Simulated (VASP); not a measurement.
In12HSe12 (a cell with a defect) (H_i (antibonding at Se)), 25 atoms in the cell. The cell holds a defect, 25 atoms: a = 7.947 Å, b = 11.921 Å, c = 8.447 Å, α = 76.40°, β = 76.40°, γ = 60.00°. 

- Program: VASP 6.6.1
- Task: single point
- Functional: PBEsol
- Potentials or basis: VASP PAW PBE potentials, release 64 (In_d, Se, H)
- Cutoff: 400 eV
- k mesh: 2 × 2 × 2, shifted
- Occupations: fermi-dirac, width 0.01 eV
- Spin: no spin polarisation
- Dipole correction: no
- Charge: 1
- Further INCAR settings: ALGO = Normal; EDIFF = 1e-06; NBANDS = 132; NELECT = 228.0

Potentials or basis: VASP PAW PBE potentials, release 64 (In_d, Se, H).

Run with:

```bash
$ cat potpaw_PBE.64/In_d/POTCAR potpaw_PBE.64/Se/POTCAR potpaw_PBE.64/H/POTCAR > POTCAR
$ mpirun -np 1 vasp_std > vasp.out
```

Hardware: 1 thread of Intel(R) Xeon(R) Platinum 8375C CPU @ 2.90GHz (Ice Lake), with other jobs on the host.

Q: Estimate the wall time of this run.

A: It took 7.4 min on 1 thread of Intel(R) Xeon(R) Platinum 8375C CPU @ 2.90GHz (Ice Lake) (shared host), peak memory 0.63 GiB. Counts: scf iterations 16, k points 4.
